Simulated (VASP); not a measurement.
# HfSbAu3 (Pm-3m) in VASP: notebook, part 2 of 2

VASP 6.6.1.

## Step 4: Relaxation of cell and atoms, PBE

This run uses another cell than the first one, of 27.87 Å³/atom, 1.432 times its volume.

File INCAR:

```
PREC = Accurate
ENCUT = 600
EDIFF = 1E-6
ISMEAR = 0
SIGMA = 0.1
LREAL = False
LASPH = True
NELM = 80
ALGO = Fast
ISIF = 3
LWAVE = False
LCHARG = False
GGA = PE
IBRION = 2
NSW = 100
EDIFFG = -0.01
```

File KPOINTS:

```
regular mesh
0
Gamma
  8 8 8
```

File POSCAR:

```
HfSbAu3
1.0
    5.1843340340      0.0000000000      0.0000000000
    0.0000000000      5.1843340340      0.0000000000
    0.0000000000      0.0000000000      5.1843340340
Hf Sb Au
1 1 3
Direct
    0.5000000000      0.5000000000      0.5000000000
    0.0000000000      0.0000000000      0.0000000000
    0.0000000000      0.5000000000      0.5000000000
    0.5000000000      0.0000000000      0.5000000000
    0.5000000000      0.5000000000      0.0000000000
```

Potentials or basis: VASP PAW PBE potentials, release 64 (Hf_pv, Sb, Au).

Started as:

```console
cat potpaw_PBE.64/Hf_pv/POTCAR potpaw_PBE.64/Sb/POTCAR potpaw_PBE.64/Au/POTCAR > POTCAR
mpirun -np 1 vasp_std > vasp.out
```

OUTCAR:

```text
PREC = Accurate
   ENCUT = 600
   EDIFF = 1E-6
   ISMEAR = 0
   LREAL = False
   LASPH = True
   NELM = 80
   ISIF = 3
   GGA = PE
   IBRION = 2
   NSW = 100
   EDIFFG = -0.01

 ion  position               nearest neighbor table
   1  0.500  0.500  0.500-   3 2.59   4 2.59   5 2.59   5 2.59   4 2.59   3 2.59
   2  0.000  0.000  0.000-   3 3.67   4 3.67   5 3.67   3 3.67   4 3.67   3 3.67   5 3.67   3 3.67
                             4 3.67   5 3.67   4 3.67   5 3.67
   3  0.000  0.500  0.500-   1 2.59   1 2.59   2 3.67   2 3.67   2 3.67   2 3.67
   4  0.500  0.000  0.500-   1 2.59   1 2.59   2 3.67   2 3.67   2 3.67   2 3.67
   5  0.500  0.500  0.000-   1 2.59   1 2.59   2 3.67   2 3.67   2 3.67   2 3.67

  LATTYP: Found a simple cubic cell.
 ALAT       =     5.1843340340

  Lattice vectors:
[... 265 lines left out ...]

 number of electron      47.9999990 magnetization

 Free energy of the ion-electron system (eV)
  ---------------------------------------------------
  ext. energy  EPLUGINS =         0.00000000
  ---------------------------------------------------
  free energy    TOTEN  =       -20.47700039 eV

  energy without entropy =      -20.45098865  energy(sigma->0) =      -20.46399452

 E-fermi :   4.5110     XC(G=0):  -9.9226

 val. band max:        4.5042643920   @ k =   0.5000   0.0000   0.0000
 cond. band min:       4.5148130585   @ k =   0.2500   0.2500   0.2500
 fundamental gap:      0.0105486664
 Fermi energy:         4.5109690528

 k-point     1 :       0.0000    0.0000    0.0000
  band No.  band energies     occupation
      1     -27.0484      2.00000
      2     -27.0484      2.00000
      3     -27.0484      2.00000
      4      -4.5869      2.00000
      5      -2.3055      2.00000
      6      -1.3949      2.00000
[... 733 lines left out ...]
     27       5.5224      0.00000
     28       5.6930      0.00000

 [... further k-points ...]
[... 5 lines left out ...]
  --------------------------------------------------------------------------------------
  -------------------------------------------------------------------------------------
  Total       -0.0049928     -0.0049928     -0.0049928      0.0000000     -0.0000000      0.0000000
  in kB       -0.0576540     -0.0576540     -0.0576540      0.0000000     -0.0000000      0.0000000
  external PRESSURE =      -0.0576540 kB  Pullay stress =       0.0000000 kB
[... 20 lines left out ...]
  FREE ENERGIE OF THE ION-ELECTRON SYSTEM (eV)
  ---------------------------------------------------
  free  energy   TOTEN  =       -20.4770003874 eV

  energy  without entropy=      -20.4509886520  energy(sigma->0) =      -20.46399452

 reached required accuracy - stopping structural energy minimisation
```

Wall time 9.2 min (1 thread of Oxide Virtual Turin-like, shared host); peak memory 0.36 GiB.

Results:

```yaml
Free_energy: -20.4770 eV
Relaxed_volume: 27.75 Å³/atom
Relaxed_cell: a = 5.177 Å, b = 5.177 Å, c = 5.177 Å, α = 90.00°, β = 90.00°, γ = 90.00°
Space_group_after_relaxing_to_0.05_Å: Pm-3m (No. 221)
Energy_gained_by_relaxing: 0.1 meV/atom
Ionic_steps: 3
Pressure_after_relaxing: 0.0 GPa
Band_gap_on_the_k_mesh: zero (band 24 reaches 4.84 eV, above the bottom of band 25 at 3.00 eV)
```

Step by step:
```
step  energy change (eV)  largest force (eV/Å)  pressure (GPa)  volume (Å³)
   1              0.0000                0.0000           -0.24       139.34
   2             -0.0004                0.0000            0.11       138.51
   3             -0.0004                0.0000           -0.01       138.75
```

Final structure:
```xyz
5
Lattice="5.1770 0.0000 0.0000 0.0000 5.1770 0.0000 0.0000 0.0000 5.1770" Properties=species:S:1:pos:R:3 pbc="T T T"
Hf    2.5885    2.5885    2.5885
Sb    0.0000    0.0000    0.0000
Au    0.0000    2.5885    2.5885
Au    2.5885    0.0000    2.5885
Au    2.5885    2.5885    0.0000
```

Levels at points of the mesh, in eV from the Fermi level:
| k point | band 21 | band 22 | band 23 | band 24 | band 25 | band 26 | band 27 | band 28 |
| --- | --- | --- | --- | --- | --- | --- | --- | --- |
| (0.00, 0.00, 0.00) | -1.14 | -1.14 | -1.12 | -1.12 | -1.12 | 3.23 | 3.23 | 3.23 |
| (0.50, 0.00, 0.00) | -2.31 | -1.19 | -0.01 | -0.01 | 0.03 | 1.63 | 2.13 | 2.13 |
| (0.50, 0.50, 0.00) | -2.69 | -2.69 | -0.38 | -0.35 | 0.31 | 0.69 | 1.36 | 1.36 |
| (0.50, 0.50, 0.50) | -2.33 | -2.33 | -2.27 | -1.51 | -1.51 | -1.51 | 0.21 | 0.21 |

Caveat: spin-orbit coupling is left out, which moves the levels of the heavy elements.

## Step 5: Summary

```csv
task,cell,k mesh,cutoff (eV),gap on the mesh (eV),pressure (GPa),relaxed volume (Å³/atom)
relaxation of cell and atoms,"relaxed from a = 4.600 Å, 5 atoms",4 × 4 × 4,600,none,0.0,27.77
single point,"a = 5.189 Å, 5 atoms",8 × 8 × 8,520,none,-0.4,-
relaxation of cell and atoms,"relaxed from a = 5.184 Å, 5 atoms",8 × 8 × 8,600,none,0.0,27.75
```

Alike in all rows: level PBE; potentials or basis VASP PAW PBE potentials, release 64 (Hf_pv, Sb, Au); no spin polarisation; smearing gaussian 0.1 eV.

Caveats: spin-orbit coupling is left out, which moves the levels of the heavy elements; the volume moved by over 15 % at a fixed basis, so the end points are rough (some runs).

Total energies depend on the potentials used, so only differences within one code and one set of settings carry meaning.
